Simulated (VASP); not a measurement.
# SiNi (CsCl type) (Pm-3m) in VASP: a series of runs

The runs below take SiNi (CsCl type) through single point, with PBE.

Program: VASP 6.6.1. These are calculated values, not measurements. Logs are shortened: lines on timing, memory, paths and dates and some standing lists are left out, and cuts for length are marked.

**1. The cell of the first run**

It takes space group Pm-3m (No. 221, cubic). Conventional cell: a = 2.561 Å, b = 2.561 Å, c = 2.561 Å, α = 90.00°, β = 90.00°, γ = 90.00°. Within 2.9 Å of Ni (site symmetry m-3m) lie 8 Si at 2.22 Å and 6 Ni at 2.56 Å. Within 2.9 Å of Si (site symmetry m-3m) lie 8 Ni at 2.22 Å and 6 Si at 2.56 Å.

**2. Single point, PBE**

The input, INCAR:

```
SYSTEM = SiNi
PREC     = Accurate       ! precision mode
ENCUT    = 520            ! plane-wave cutoff, eV
EDIFF    = 1E-7           ! SCF threshold, eV
ISMEAR   = -1             ! smearing method
SIGMA    = 0.08           ! smearing width, eV
LREAL    = .False.        ! projectors in reciprocal space
LASPH    = .True.         ! aspherical terms in the spheres
NELM     = 100            ! most SCF steps
ALGO     = Normal         ! electronic algorithm
ISIF     = 2              ! what is computed and relaxed
LWAVE    = .False.        ! write WAVECAR
LCHARG   = .False.        ! write CHGCAR
GGA      = PE             ! functional
NBANDS   = 14             ! bands
```

The input, KPOINTS:

```
Automatic mesh
0
Gamma
  16 16 16
  0 0 0
```

The input, POSCAR:

```
SiNi
1.0
    2.5609942092      0.0000000000      0.0000000000
    0.0000000000      2.5609942092      0.0000000000
    0.0000000000      0.0000000000      2.5609942092
Ni Si
1 1
Direct
    0.0000000000      0.0000000000      0.0000000000
    0.5000000000      0.5000000000      0.5000000000
```

Potentials or basis: VASP PAW PBE potentials, release 64 (Ni, Si).

Started as:

```console
$ cat potpaw_PBE.64/Ni/POTCAR potpaw_PBE.64/Si/POTCAR > POTCAR
$ mpirun -np 1 vasp_std > vasp.out
```

OUTCAR:

```text
SYSTEM = SiNi
   PREC = Accurate
   ENCUT = 520
   EDIFF = 1E-7
   ISMEAR = -1
   LREAL = .False.
   LASPH = .True.
   NELM = 100
   ISIF = 2
   GGA = PE

 ion  position               nearest neighbor table
   1  0.000  0.000  0.000-   2 2.22   2 2.22   2 2.22   2 2.22   2 2.22   2 2.22   2 2.22   2 2.22

   2  0.500  0.500  0.500-   1 2.22   1 2.22   1 2.22   1 2.22   1 2.22   1 2.22   1 2.22   1 2.22

  LATTYP: Found a simple cubic cell.
 ALAT       =     2.5609942092

  Lattice vectors:

 A1 = (   2.5609942092,   0.0000000000,   0.0000000000)
 A2 = (   0.0000000000,   2.5609942092,   0.0000000000)
 A3 = (   0.0000000000,   0.0000000000,   2.5609942092)

Analysis of symmetry for initial positions (statically):
=====================================================================
 Subroutine PRICEL returns:
 Original cell was already a primitive cell.

 Routine SETGRP: Setting up the symmetry group for a
 simple cubic supercell.

 Subroutine GETGRP returns: Found 48 space group operations
 (whereof 48 operations were pure point group operations)
 out of a pool of 48 trial point group operations.

The static configuration has the point symmetry O_h .

Analysis of symmetry for dynamics (positions and initial velocities):
=====================================================================
 Subroutine PRICEL returns:
 Original cell was already a primitive cell.

 Routine SETGRP: Setting up the symmetry group for a
 simple cubic supercell.

 Subroutine GETGRP returns: Found 48 space group operations
 (whereof 48 operations were pure point group operations)
 out of a pool of 48 trial point group operations.

The dynamic configuration has the point symmetry O_h .

 Subroutine INISYM returns: Found 48 space group operations
 (whereof 48 operations are pure point group operations),
 and found     1 'primitive' translations

----------------------------------------------------------------------------------------

                                     Primitive cell

  volume of cell :      16.7968

  direct lattice vectors                    reciprocal lattice vectors
     2.560994209  0.000000000  0.000000000     0.390473355  0.000000000  0.000000000
     0.000000000  2.560994209  0.000000000     0.000000000  0.390473355  0.000000000
     0.000000000  0.000000000  2.560994209     0.000000000  0.000000000  0.390473355

  length of vectors
     2.560994209  2.560994209  2.560994209     0.390473355  0.390473355  0.390473355

[... 85 lines left out ...]
   NFREE  =      0    steps in history (QN), initial steepest desc. (CG)
   ISIF   =      2    stress and relaxation
   ISYM   =      2    0-nonsym 1-usesym 2-fastsym
   POTIM  = 0.5000    time-step for ionic-motion
   TEBEG  =    0.0;   TEEND  =   0.0 temperature during run
   PSTRESS=    0.0 pullay stress
   NELECT =      14.0000    total number of electrons
   NUPDOWN=      -1.0000    fix difference up-down
   EMIN   =  10.00;   EMAX   =-10.00  energy-range for DOS
   EFERMI =   0.00;   METHOD = LEGACY
   ISMEAR =    -1;   SIGMA  =   0.08  broadening in eV -4-tet -1-fermi 0-gaus
   EFERMI_NEDOS =   21; number of points for ismear=-14 and -15
   IALGO  =     38    algorithm
   IMIX   =      4    mixing-type and parameters
     AMIX     =   0.40;   BMIX     =  1.00
     AMIX_MAG =   1.60;   BMIX_MAG =  1.00
  volume/ion in A,a.u.               =       8.40        56.68
  Fermi-wavevector in a.u.,A,eV,Ry     =   1.540667  2.911439 32.295554  2.373656
  Thomas-Fermi vector in A             =   2.646722
   LORBIT       =      0    0 simple, 1 ext, 2 COOP (PROOUT), +10 PAW based schemes
   GGA     = PE    functional components
   LHFCALC =     F    Hartree Fock is set to
   AEXX    =    0.0000 exact exchange contribution
   IVDW    =     0    specifies the selected vdW correction
   LEPSILON=     F    determine dielectric tensor
   LRPA    =     F    only Hartree local field effects (RPA)
 non-spin polarized calculation
  energy-cutoff  :      520.00
  volume of cell :       16.80
 maximum number of plane-waves:       468
 NGX is ok and might be reduce to    20
   NGX =  9   NGY =  9   NGZ =  9

 number of electron      14.0000016 magnetization

 Free energy of the ion-electron system (eV)
  ---------------------------------------------------
  ext. energy  EPLUGINS =         0.00000000
  ---------------------------------------------------
  free energy    TOTEN  =        -9.90579447 eV

  energy without entropy =       -9.90092130  energy(sigma->0) =       -9.90335789

 E-fermi :  18.0894     XC(G=0): -14.2024

 val. band max:       18.0799875390   @ k =   0.5000   0.5000   0.3125
 cond. band min:      18.0937227954   @ k =   0.2500   0.2500   0.2500
 fundamental gap:      0.0137352564
 Fermi energy:        18.0893992836

 k-point     1 :       0.0000    0.0000    0.0000
  band No.  band energies     occupation
      1       0.1187      2.00000
      2      10.9908      2.00000
      3      10.9908      2.00000
      4      14.0432      2.00000
      5      14.0432      2.00000
      6      14.0432      2.00000
      7      20.6169      0.00000
      8      20.6169      0.00000
      9      20.6169      0.00000
     10      24.6440      0.00000
     11      24.6440      0.00000
     12      33.3004      0.00000
     13      39.2130      0.00000
     14      39.2130      0.00000
[... 377 lines left out ...]
      1       5.2313      2.00000
      2       6.2802      2.00000
      3      12.0517      2.00000
      4      12.3584      2.00000
      5      12.6760      2.00000
      6      14.0293      2.00000
      7      15.4756      2.00000
      8      22.3447      0.00000
      9      24.8567      0.00000
     10      27.1771      0.00000
     11      27.4476      0.00000
     12      27.6693      0.00000
     13      33.5627      0.00000
     14      34.7887      0.00000

 [... further k-points ...]
[... 5 lines left out ...]
  --------------------------------------------------------------------------------------
  -------------------------------------------------------------------------------------
  Total       11.5217397     11.5217397     11.5217397      0.0000000      0.0000000     -0.0000000
  in kB     1099.0130574   1099.0130574   1099.0130574      0.0000000      0.0000000     -0.0000000
  external PRESSURE =    1099.0130574 kB  Pullay stress =       0.0000000 kB

 VOLUME and BASIS-vectors are now :
 -----------------------------------------------------------------------------
  energy-cutoff  :      520.00
  volume of cell :       16.80
      direct lattice vectors                 reciprocal lattice vectors
     2.560994209  0.000000000  0.000000000     0.390473355  0.000000000  0.000000000
     0.000000000  2.560994209  0.000000000     0.000000000  0.390473355  0.000000000
     0.000000000  0.000000000  2.560994209     0.000000000  0.000000000  0.390473355

 POSITION                                       TOTAL-FORCE (eV/Angst)
 -----------------------------------------------------------------------------------
      0.00000      0.00000      0.00000         0.000000      0.000000      0.000000
      1.28050      1.28050      1.28050         0.000000      0.000000      0.000000
 -----------------------------------------------------------------------------------
    total drift:                               -0.000000      0.000000     -0.000000

  FREE ENERGIE OF THE ION-ELECTRON SYSTEM (eV)
  ---------------------------------------------------
  free  energy   TOTEN  =        -9.9057944708 eV

  energy  without entropy=       -9.9009213015  energy(sigma->0) =       -9.90335789
```

stdout:

```text
POSCAR found type information on POSCAR NiSi
 POSCAR found :  2 types and       2 ions
 scaLAPACK will be used
 LDA part: xc-table for (Slater+PW92), standard interpolation
 POSCAR, INCAR and KPOINTS ok, starting setup
 FFT: planning ... GRIDC
 FFT: planning ... GRID_SOFT
 FFT: planning ... GRID
 WAVECAR not read
 entering main loop
```

Wall time 18 s (1 thread of AMD EPYC 9R45 (Zen 5), shared host); peak memory 0.12 GiB.

Results:

```yaml
Free_energy: -9.9058 eV
Pressure: 109.9 GPa
Band_gap_on_the_k_mesh: zero (bands 7 and 8 overlap by 3.29 eV)
```

Caveat: the cell stands under pressure. Spin polarisation is off, so any magnetic state and its effect on volume and gap are missing.

**3. Single point, PBE**

The input, INCAR:

```
SYSTEM = SiNi
ALGO = Normal
EDIFF = 1E-6
ENCUT = 520
GGA = PE
ISIF = 2
ISMEAR = -1
LASPH = .True.
LCHARG = .True.
LELF = .True.
LREAL = .False.
LVHAR = .True.
LWAVE = .False.
NBANDS = 14
NELM = 80
PREC = Accurate
SIGMA = 0.08
```

The input, KPOINTS:

```
k-points
0
Gamma
  16 16 16
  0 0 0
```

The input, POSCAR:

```
SiNi
1.0
    2.5608582530      0.0000000000      0.0000000000
    0.0000000000      2.5608582530      0.0000000000
    0.0000000000      0.0000000000      2.5608582530
Ni Si
1 1
Direct
    0.0000000000      0.0000000000      0.0000000000
    0.5000000000      0.5000000000      0.5000000000
```

Potentials or basis: VASP PAW PBE potentials, release 64 (Ni, Si).

Started as:

```console
$ cat potpaw_PBE.64/Ni/POTCAR potpaw_PBE.64/Si/POTCAR > POTCAR
$ mpirun -np 1 vasp_std > vasp.out
```

Run time: 18 s. Hardware: 1 thread of AMD EPYC 9R45 (Zen 5), shared host; peak memory 0.12 GiB.

Results (log left out):

| Item | Value |
| --- | --- |
| Free energy | -9.9040 eV |
| Pressure | 110.0 GPa |
| Band gap on the k mesh | zero (bands 7 and 8 overlap by 3.29 eV) |

Levels at points of the mesh, in eV from the Fermi level:
```tsv
k point	band 4	band 5	band 6	band 7	band 8	band 9	band 10	band 11
(0.00, 0.00, 0.00)	-4.05	-4.05	-4.05	2.53	2.53	2.53	6.55	6.55
(0.50, 0.00, 0.00)	-5.47	-5.47	-3.86	-2.59	5.26	8.96	8.96	9.05
(0.50, 0.50, 0.00)	-7.10	-5.07	-5.07	-3.06	0.29	0.60	9.44	14.60
(0.50, 0.50, 0.50)	-3.01	-3.01	-0.90	-0.68	-0.68	-0.68	2.63	2.63
```

Caveat: the cell stands under pressure. Spin polarisation is off, so any magnetic state and its effect on volume and gap are missing.
